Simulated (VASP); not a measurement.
Set up this calculation in VASP 6.6.1, as the native input.

- Task: single point
- Functional: r2SCAN
- Potentials or basis: VASP PAW PBE potentials, release 64 (In_d, O)
- Cutoff: 660 eV
- k mesh: 11 × 11 × 3
- Occupations: fermi-dirac, width 0.02 eV
- Spin: no spin polarisation
- Dipole correction: no
- Further INCAR settings: ALGO = Normal; EDIFF = 1e-06; NBANDS = 27

System: InO, a slab with vacuum.

```xyz
4
Lattice="3.4536 0.0000 0.0000 -1.7268 2.9909 0.0000 0.0000 0.0000 15.8771" Properties=species:S:1:pos:R:3 pbc="T T T"
In    1.7268    0.9970    6.5093
In    1.7268    0.9970    9.3678
O     0.0000    0.0000    5.7179
O     0.0000    0.0000   10.1592
```

These files were run (other wordings do the same):

POSCAR

```
InO
1.0
    3.4536138013      0.0000000000      0.0000000000
   -1.7268069007      2.9909172868      0.0000000000
    0.0000000000      0.0000000000     15.8771000000
In O
2 2
Direct
    0.6666666667      0.3333333333      0.4099790000
    0.6666666667      0.3333333333      0.5900210000
    0.0000000000      0.0000000000      0.3601330000
    0.0000000000      0.0000000000      0.6398670000
```

INCAR.step1

```
PREC     = Accurate       # precision mode
ENCUT    = 660            # plane-wave cutoff, eV
ISMEAR   = -1             # smearing method
SIGMA    = 0.02           # smearing width, eV
LREAL    = F              # projectors in reciprocal space
LASPH    = T              # aspherical terms in the spheres
NELM     = 120            # most SCF steps
NBANDS   = 27             # bands
GGA      = PE             # functional
ALGO     = Normal         # electronic algorithm
EDIFF    = 1E-5           # SCF threshold, eV
LWAVE    = T              # write WAVECAR
LCHARG   = F              # write CHGCAR
GGA_COMPAT= F
```

INCAR.step2

```
PREC     = Accurate       # precision mode
ENCUT    = 660            # plane-wave cutoff, eV
EDIFF    = 1E-6           # SCF threshold, eV
ISMEAR   = -1             # smearing method
SIGMA    = 0.02           # smearing width, eV
LREAL    = F              # projectors in reciprocal space
LASPH    = T              # aspherical terms in the spheres
NELM     = 120            # most SCF steps
ALGO     = Normal         # electronic algorithm
ISIF     = 2              # what is computed and relaxed
LWAVE    = F              # write WAVECAR
LCHARG   = F              # write CHGCAR
METAGGA  = R2SCAN         # meta-GGA
LMIXTAU  = T            
NBANDS   = 27             # bands
ISTART   = 1            
GGA_COMPAT= F
```

KPOINTS

```
regular mesh
0
Gamma
  11 11 3
```

Potentials or basis: VASP PAW PBE potentials, release 64 (In_d, O).

Launch:

```bash
$ cat potpaw_PBE.64/In_d/POTCAR potpaw_PBE.64/O/POTCAR > POTCAR
$ cp INCAR.step1 INCAR
$ mpirun -np 1 vasp_std > vasp.out
$ cp INCAR.step2 INCAR
$ mpirun -np 1 vasp_std > vasp.out
```

Results of the run:

```
Largest force          : 0.347 eV/Å
Band gap on the k mesh : 0.73 eV (least direct gap 1.44 eV)
```

Caveat: there is no dipole correction, which matters where the two faces differ; the PAW data sets were made with another functional, which shifts forces and pressure a little; spin-orbit coupling is left out, which moves the levels of the heavy elements.

Wall time 32 min on 1 thread of Oxide Virtual Turin-like Processor, with other jobs on the host, peak memory 0.45 GiB.
